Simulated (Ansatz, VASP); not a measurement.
One calculation of CdTe, two programs

```
Cd Te
1.0
     0.00000    3.33577    3.33577
     3.33577    0.00000    3.33577
     3.33577    3.33577    0.00000
Cd Te
1 1
Direct
  0.00000 0.00000 0.00000
  0.25000 0.25000 0.25000
```

Alike in both runs: task single point; functional BLYP; k mesh 6 × 6 × 6; occupations gaussian, width 0.05 eV; no spin polarisation.

|  | VASP | Ansatz |
| --- | --- | --- |
| version | VASP 6.6.1 | Ansatz 0.2.0 |
| potentials or method | VASP PAW PBE potentials, release 64 (Cd, Te), cutoff 520 eV | scalar-relativistic, plane waves, PAW |
| valence electrons in the cell | 18 | 36 |

|  | VASP | Ansatz | Ansatz less VASP |
| --- | --- | --- | --- |
| gap on the k mesh at the Fermi level (eV) | 0.44 | 0.40 | -0.034 |
| least direct gap on the mesh (eV) | 0.44 | 0.40 | -0.034 |
| pressure (GPa) | 1.5 | 1.3 | -0.21 |

VASP's potentials were made for PBE, not for BLYP. The functional is the same, so the differences come from potentials, cutoffs and numerics. VASP's potentials hold 18 valence electrons a cell and Ansatz's 36, so a difference there can come from the potentials and not from the codes.

Neither program's run includes spin-orbit coupling.
